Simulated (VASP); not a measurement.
# Li (I4/mmm) in VASP: density of states with PBE

Aim: the density of states of Li with PBE.

Everything below comes from runs of VASP 6.6.1. Logs are shortened: lines on timing, memory, paths and dates and some standing lists are left out, and cuts for length are marked.

### Step 1. The cell of the first run

Symmetry: I4/mmm, No. 139, tetragonal system. Conventional cell: a = 2.803 Å, b = 2.803 Å, c = 4.705 Å, α = 90.00°, β = 90.00°, γ = 90.00°. Within 3.7 Å of Li (site symmetry 4/mmm) lie 12 Li at 2.80 to 3.08 Å.

### Step 2. Density of states, PBE

POSCAR

```
Li
1.0
    0.0000000000      2.8026370000      0.0000000000
    2.8026370000      0.0000000000      0.0000000000
    1.4013190000      1.4013190000     -2.3525170000
Li
1
Direct
    0.0000000000      0.0000000000      0.0000000000
```

INCAR.step1

```
ALGO = Normal
EDIFF = 1E-6
ENCUT = 520
GGA = PE
ISIF = 2
ISMEAR = 1
LASPH = True
LCHARG = True
LREAL = False
LWAVE = False
NBANDS = 8
NELM = 80
PREC = Accurate
SIGMA = 0.0398
```

KPOINTS.step1

```
k-points
0
Gamma
  11 11 11
```

INCAR.step2

```
ALGO = Normal
EDIFF = 1E-6
ENCUT = 520
GGA = PE
ICHARG = 11
ISIF = 2
ISMEAR = -5
LASPH = True
LCHARG = False
LORBIT = 11
LREAL = False
LWAVE = False
NEDOS = 2001
NELM = 80
PREC = Accurate
SIGMA = 0.0398
```

KPOINTS.step2

```
k-points
0
Gamma
  17 17 17
```

Potentials or basis: VASP PAW PBE potentials, release 64 (Li_sv).

Started as:

```console
> cat potpaw_PBE.64/Li_sv/POTCAR > POTCAR
> cp INCAR.step1 INCAR
> cp KPOINTS.step1 KPOINTS
> mpirun -np 1 vasp_std > vasp.out
> cp INCAR.step2 INCAR
> cp KPOINTS.step2 KPOINTS
> mpirun -np 1 vasp_std > vasp.out
```

OUTCAR:

```text
EDIFF = 1E-6
   ENCUT = 520
   GGA = PE
   ICHARG = 11
   ISIF = 2
   ISMEAR = -5
   LASPH = True
   LORBIT = 11
   LREAL = False
   NELM = 80
   PREC = Accurate

 ion  position               nearest neighbor table
   1  0.000  0.000  0.000-

  LATTYP: Found a body centered tetragonal cell.
 ALAT       =     2.8026370000
 C/A-ratio  =     1.6787882269

  Lattice vectors:

 A1 = (  -1.4013190000,   1.4013180000,   2.3525170000)
 A2 = (   1.4013180000,  -1.4013190000,   2.3525170000)
 A3 = (   1.4013190000,   1.4013190000,  -2.3525170000)

Analysis of symmetry for initial positions (statically):
=====================================================================
 Subroutine PRICEL returns:
 Original cell was already a primitive cell.

 Routine SETGRP: Setting up the symmetry group for a
 body centered tetragonal supercell.

 Subroutine GETGRP returns: Found 16 space group operations
 (whereof 16 operations were pure point group operations)
 out of a pool of 16 trial point group operations.

The static configuration has the point symmetry D_4h.

Analysis of symmetry for dynamics (positions and initial velocities):
=====================================================================
 Subroutine PRICEL returns:
 Original cell was already a primitive cell.

 Routine SETGRP: Setting up the symmetry group for a
 body centered tetragonal supercell.

 Subroutine GETGRP returns: Found 16 space group operations
 (whereof 16 operations were pure point group operations)
 out of a pool of 16 trial point group operations.

The dynamic configuration has the point symmetry D_4h.

 Subroutine INISYM returns: Found 16 space group operations
 (whereof 16 operations are pure point group operations),
 and found     1 'primitive' translations

----------------------------------------------------------------------------------------

                                     Primitive cell

  volume of cell :      18.4785

  direct lattice vectors                    reciprocal lattice vectors
     0.000000000  2.802637000  0.000000000     0.000000000  0.356806822  0.212538391
     2.802637000  0.000000000  0.000000000     0.356806822  0.000000000  0.212538391
     1.401319000  1.401319000 -2.352517000     0.000000000  0.000000000 -0.425076631

  length of vectors
     2.802637000  2.802637000  3.075991891     0.415311540  0.415311540  0.425076631

[... 76 lines left out ...]
   LSORBIT =      F    spin-orbit coupling
   LASPH  =      T    aspherical Exc in radial PAW
   ENCUT  =  520.0 eV  38.22 Ry    6.18 a.u.   5.21  5.21  5.72*2*pi/ulx,y,z
   NELM   =     80;   NELMIN=  2; NELMDL=  0     # of ELM steps
   EDIFF  = 0.1E-05   stopping-criterion for ELM
   LREAL  =      F    real-space projection
   EDIFFG = 0.1E-04   stopping-criterion for IOM
   NSW    =      0    number of steps for IOM
   IBRION =     -1    ionic relax: 0-MD 1-quasi-New 2-CG
   NFREE  =      0    steps in history (QN), initial steepest desc. (CG)
   ISIF   =      2    stress and relaxation
   ISYM   =      2    0-nonsym 1-usesym 2-fastsym
   POTIM  = 0.5000    time-step for ionic-motion
   TEBEG  =    0.0;   TEEND  =   0.0 temperature during run
   PSTRESS=    0.0 pullay stress
   NELECT =       3.0000    total number of electrons
   NUPDOWN=      -1.0000    fix difference up-down
   EMIN   =  10.00;   EMAX   =-10.00  energy-range for DOS
   EFERMI =   0.00;   METHOD = LEGACY
   ISMEAR =    -5;   SIGMA  =   0.04  broadening in eV -4-tet -1-fermi 0-gaus
   EFERMI_NEDOS =   21; number of points for ismear=-14 and -15
   IALGO  =     38    algorithm
   IMIX   =      4    mixing-type and parameters
     AMIX     =   0.40;   BMIX     =  1.00
     AMIX_MAG =   1.60;   BMIX_MAG =  1.00
  volume/ion in A,a.u.               =      18.48       124.70
  Fermi-wavevector in a.u.,A,eV,Ry     =   0.893086  1.687687 10.852033  0.797602
  Thomas-Fermi vector in A             =   2.015118
   LORBIT       =     11    0 simple, 1 ext, 2 COOP (PROOUT), +10 PAW based schemes
   GGA     = PE    functional components
   LHFCALC =     F    Hartree Fock is set to
   AEXX    =    0.0000 exact exchange contribution
   IVDW    =     0    specifies the selected vdW correction
   LEPSILON=     F    determine dielectric tensor
   LRPA    =     F    only Hartree local field effects (RPA)
 non-spin polarized calculation
 Fermi weights with tetrahedron method with Bloechl corrections
  energy-cutoff  :      520.00
  volume of cell :       18.48
 maximum number of plane-waves:       513
 NGX is ok and might be reduce to    24

 number of electron       3.0000005 magnetization

 Free energy of the ion-electron system (eV)
  ---------------------------------------------------
  ext. energy  EPLUGINS =         0.00000000
  ---------------------------------------------------
  free energy    TOTEN  =        -1.88982614 eV

  energy without entropy =       -1.88982614  energy(sigma->0) =       -1.88982614

 E-fermi :   0.9000     XC(G=0):  -7.2733

 val. band max:        0.8828616326   @ k =  -0.0588  -0.2353   0.2353
 cond. band min:       0.9028574053   @ k =  -0.4118   0.2941   0.0000
 fundamental gap:      0.0199957727
 Fermi energy:         0.8999541893

 k-point     1 :       0.0000    0.0000    0.0000
  band No.  band energies     occupation
      1     -45.4997      2.00000
      2      -2.7813      2.00000
      3      15.9174      0.00000
      4      16.3269      0.00000
      5      16.3269      0.00000
[... 177 lines left out ...]
 k-point    24 :      -0.1176    0.0588   -0.0000
  band No.  band energies     occupation
      1     -45.4959      2.00000
      2      -2.5253      2.00000
      3      14.2762      0.00000
      4      14.8621      0.00000
      5      16.2368      0.00000

 [... further k-points ...]
[... 5 lines left out ...]
  --------------------------------------------------------------------------------------
  -------------------------------------------------------------------------------------
  Total        0.2158610      0.2158610      0.0254066      0.0000000     -0.0000000     -0.0000000
  in kB       18.7162248     18.7162248      2.2028794      0.0000000     -0.0000005     -0.0000005
  external PRESSURE =      13.2117763 kB  Pullay stress =       0.0000000 kB

 VOLUME and BASIS-vectors are now :
 -----------------------------------------------------------------------------
  energy-cutoff  :      520.00
  volume of cell :       18.48
      direct lattice vectors                 reciprocal lattice vectors
     0.000000000  2.802637000  0.000000000     0.000000000  0.356806822  0.212538391
     2.802637000  0.000000000  0.000000000     0.356806822  0.000000000  0.212538391
     1.401319000  1.401319000 -2.352517000     0.000000000  0.000000000 -0.425076631

 POSITION                                       TOTAL-FORCE (eV/Angst)
 -----------------------------------------------------------------------------------
      0.00000      0.00000      0.00000        -0.000000      0.000000      0.000000
 -----------------------------------------------------------------------------------
    total drift:                               -0.000000      0.000000     -0.000000

  FREE ENERGIE OF THE ION-ELECTRON SYSTEM (eV)
  ---------------------------------------------------
  free  energy   TOTEN  =        -1.8898261401 eV

  energy  without entropy=       -1.8898261401  energy(sigma->0) =       -1.88982614

 total charge

# of ion       s       p       d       tot
------------------------------------------
    1        2.036   0.047   0.000   2.083
```

It took 17 s on 1 thread of Intel Xeon 6975P-C, shared host; peak memory 0.15 GiB.

What came out:

| Quantity | Value |
| --- | --- |
| Valence electrons inside the program's atomic spheres | Li 2.08 |

Levels at points of the mesh, in eV from the Fermi level:
| k point | band 1 | band 2 | band 3 | band 4 | band 5 |
| --- | --- | --- | --- | --- | --- |
| (0.00, 0.00, 0.00) | -46.40 | -3.68 | 15.02 | 15.43 | 15.43 |

Caveat: the cutoff is under 1.25 times the usual one of these potentials, so pressure, stress and relaxed cells hold a basis-set (Pulay) error; tetrahedron occupations give inexact forces and stress in metals.
